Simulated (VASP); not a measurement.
# ZrTlF6 (Fm-3m) in VASP: notebook, part 2 of 2

VASP 6.6.1.

## (3) Relaxation of cell and atoms, PBE

INCAR

```
PREC = Accurate
ENCUT = 600
EDIFF = 1E-7
ISMEAR = 0
SIGMA = 0.1
LREAL = False
LASPH = True
NELM = 100
ALGO = Normal
ISIF = 3
LWAVE = False
LCHARG = False
GGA = PE
IBRION = 2
NSW = 100
EDIFFG = -0.01
```

KPOINTS

```
Automatic mesh
0
Gamma
  8 8 8
```

POSCAR

```
ZrTlF6
1.0
    0.0000000000      4.4473936153      4.4473936153
    4.4473936153      0.0000000000      4.4473936153
    4.4473936153      4.4473936153      0.0000000000
Zr Tl F
1 1 6
Direct
    0.0000000000      0.0000000000      0.0000000000
    0.5000000000      0.5000000000      0.5000000000
    0.7722185382      0.2277814618      0.2277814618
    0.2277814618      0.7722185382      0.7722185382
    0.2277814618      0.7722185382      0.2277814618
    0.7722185382      0.2277814618      0.7722185382
    0.2277814618      0.2277814618      0.7722185382
    0.7722185382      0.7722185382      0.2277814618
```

Potentials or basis: VASP PAW PBE potentials, release 64 (Zr_sv, Tl_d, F).

On the command line:

```sh
> cat potpaw_PBE.64/Zr_sv/POTCAR potpaw_PBE.64/Tl_d/POTCAR potpaw_PBE.64/F/POTCAR > POTCAR
> mpirun -np 1 vasp_std > vasp.out
```

Run time: 7.5 min. Hardware: 1 thread of AMD EPYC 7R13 (Zen 3), shared host; peak memory 0.49 GiB.

Results (log left out):

| Item | Value |
| --- | --- |
| Free energy | -45.2428 eV |
| Relaxed volume | 21.87 Å³/atom |
| Relaxed cell | a = 6.278 Å, b = 6.278 Å, c = 6.278 Å, α = 60.00°, β = 60.00°, γ = 60.00° |
| Space group after relaxing (to 0.1 Å) | Fm-3m (No. 225) |
| Energy gained by relaxing | 0.1 meV/atom |
| Ionic steps | 3 |
| Pressure after relaxing | 0.0 GPa |
| Largest force after relaxing | 0.007 eV/Å |
| Band gap on the k mesh | zero (an odd number of electrons rules out a gap without spin polarisation) |

Forces on the atoms (eV/Å):
```
Zr   0.000  0.000  0.000
Tl   0.000  0.000  0.000
F    0.007  0.000  0.000
F   -0.007  0.000  0.000
F    0.000  0.007  0.000
F    0.000 -0.007  0.000
F    0.000  0.000  0.007
F    0.000  0.000 -0.007
```

The path:
```
step  energy change (eV)  largest force (eV/Å)  pressure (GPa)  volume (Å³)
   1              0.0000                0.0405           -0.15       175.93
   2             -0.0007                0.0220           -0.05       175.42
   3             -0.0009                0.0065            0.03       175.00
```

Final structure:
```
Zr Tl F
1.0
     0.00000    4.43950    4.43950
     4.43950    0.00000    4.43950
     4.43950    4.43950    0.00000
Zr Tl F
1 1 6
Direct
  0.00000 0.00000 0.00000
  0.50000 0.50000 0.50000
  0.77182 0.22818 0.22818
  0.22818 0.77182 0.77182
  0.22818 0.77182 0.22818
  0.77182 0.22818 0.77182
  0.22818 0.22818 0.77182
  0.77182 0.77182 0.22818
```

Levels at points of the mesh, in eV from the Fermi level:
| k point | band 32 | band 33 | band 34 | band 35 | band 36 | band 37 |
| --- | --- | --- | --- | --- | --- | --- |
| (0.00, 0.00, 0.00) | -2.72 | -2.72 | -0.27 | 4.38 | 4.38 | 4.38 |
| (0.50, 0.00, 0.00) | -2.88 | -2.81 | 0.37 | 4.28 | 4.40 | 4.40 |
| (0.50, 0.50, 0.00) | -2.89 | -2.72 | -0.49 | 4.39 | 4.46 | 4.46 |

Caveat: spin-orbit coupling is left out, which moves the levels of the heavy elements; an odd number of electrons without spin polarisation forces a metal; a magnetic or distorted state may lie lower.

## (4) Single point, PBE

INCAR

```
SYSTEM = ZrTlF6
PREC     = Accurate       ! precision mode
ENCUT    = 520            ! plane-wave cutoff, eV
EDIFF    = 1E-6           ! SCF threshold, eV
ISMEAR   = 0              ! smearing method
SIGMA    = 0.1            ! smearing width, eV
LREAL    = .False.        ! projectors in reciprocal space
LASPH    = .True.         ! aspherical terms in the spheres
NELM     = 100            ! most SCF steps
ALGO     = Normal         ! electronic algorithm
ISIF     = 2              ! what is computed and relaxed
LWAVE    = .False.        ! write WAVECAR
LCHARG   = .False.        ! write CHGCAR
GGA      = PE             ! functional
NBANDS   = 44             ! bands
```

KPOINTS

```
regular mesh
0
Gamma
  8 8 8
  0 0 0
```

POSCAR

```
ZrTlF6
1.0
    0.0000000000      4.4461966974      4.4461966974
    4.4461966974      0.0000000000      4.4461966974
    4.4461966974      4.4461966974      0.0000000000
Zr Tl F
1 1 6
Direct
    0.0000000000      0.0000000000      0.0000000000
    0.5000000000      0.5000000000      0.5000000000
    0.7722941765      0.2277058235      0.2277058235
    0.2277058235      0.7722941765      0.7722941765
    0.2277058235      0.7722941765      0.2277058235
    0.7722941765      0.2277058235      0.7722941765
    0.2277058235      0.2277058235      0.7722941765
    0.7722941765      0.7722941765      0.2277058235
```

Potentials or basis: VASP PAW PBE potentials, release 64 (Zr_sv, Tl_d, F).

On the command line:

```sh
> cat potpaw_PBE.64/Zr_sv/POTCAR potpaw_PBE.64/Tl_d/POTCAR potpaw_PBE.64/F/POTCAR > POTCAR
> mpirun -np 1 vasp_std > vasp.out
```

OUTCAR:

```text
SYSTEM = ZrTlF6
   PREC = Accurate
   ENCUT = 520
   EDIFF = 1E-6
   ISMEAR = 0
   LREAL = .False.
   LASPH = .True.
   NELM = 100
   ISIF = 2
   GGA = PE

 ion  position               nearest neighbor table
   1  0.000  0.000  0.000-   3 2.02   4 2.02   5 2.02   6 2.02   7 2.02   8 2.02
   2  0.500  0.500  0.500-   3 2.42   4 2.42   5 2.42   6 2.42   7 2.42   8 2.42
   3  0.772  0.228  0.228-   1 2.02   2 2.42
   4  0.228  0.772  0.772-   1 2.02   2 2.42
   5  0.228  0.772  0.228-   1 2.02   2 2.42
   6  0.772  0.228  0.772-   1 2.02   2 2.42
   7  0.228  0.228  0.772-   1 2.02   2 2.42
[... 1340 lines left out ...]
  Total        0.0078444      0.0078444      0.0078444     -0.0000000      0.0000000     -0.0000000
  in kB        0.0714948      0.0714948      0.0714948     -0.0000000      0.0000000     -0.0000000
  external PRESSURE =       0.0714948 kB  Pullay stress =       0.0000000 kB

 VOLUME and BASIS-vectors are now :
 -----------------------------------------------------------------------------
  energy-cutoff  :      520.00
  volume of cell :      175.79
      direct lattice vectors                 reciprocal lattice vectors
     0.000000000  4.446196697  4.446196697    -0.112455664  0.112455664  0.112455664
     4.446196697  0.000000000  4.446196697     0.112455664 -0.112455664  0.112455664
     4.446196697  4.446196697  0.000000000     0.112455664  0.112455664 -0.112455664

 POSITION                                       TOTAL-FORCE (eV/Angst)
 -----------------------------------------------------------------------------------
      0.00000      0.00000      0.00000        -0.000000     -0.000000     -0.000000
      4.44620      4.44620      4.44620        -0.000000     -0.000000      0.000000
      2.02485      4.44620      4.44620         0.066189     -0.000000      0.000000
      6.86754      4.44620      4.44620        -0.066189     -0.000000      0.000000
      4.44620      2.02485      4.44620        -0.000000      0.066189      0.000000
      4.44620      6.86754      4.44620        -0.000000     -0.066189      0.000000
      4.44620      4.44620      2.02485        -0.000000     -0.000000      0.066189
      4.44620      4.44620      6.86754        -0.000000     -0.000000     -0.066189
 -----------------------------------------------------------------------------------
    total drift:                                0.000000      0.000000      0.000000

  FREE ENERGIE OF THE ION-ELECTRON SYSTEM (eV)
  ---------------------------------------------------
  free  energy   TOTEN  =       -45.2308807729 eV

  energy  without entropy=      -45.2105377095  energy(sigma->0) =      -45.22070924
```

Wall time 2.9 min (1 thread of AMD EPYC 7R13 (Zen 3), shared host); peak memory 0.39 GiB.

What came out:

- Free energy: -45.2309 eV
- Pressure: 0.0 GPa
- Largest force: 0.066 eV/Å
- Band gap on the k mesh: zero (an odd number of electrons rules out a gap without spin polarisation)

Forces in eV/Å, atoms in the order of the input:
```
Zr   0.000  0.000  0.000
Tl   0.000  0.000  0.000
F    0.066  0.000  0.000
F   -0.066  0.000  0.000
F    0.000  0.066  0.000
F    0.000 -0.066  0.000
F    0.000  0.000  0.066
F    0.000  0.000 -0.066
```

Caveat: spin-orbit coupling is left out, which moves the levels of the heavy elements; an odd number of electrons without spin polarisation forces a metal; a magnetic or distorted state may lie lower.
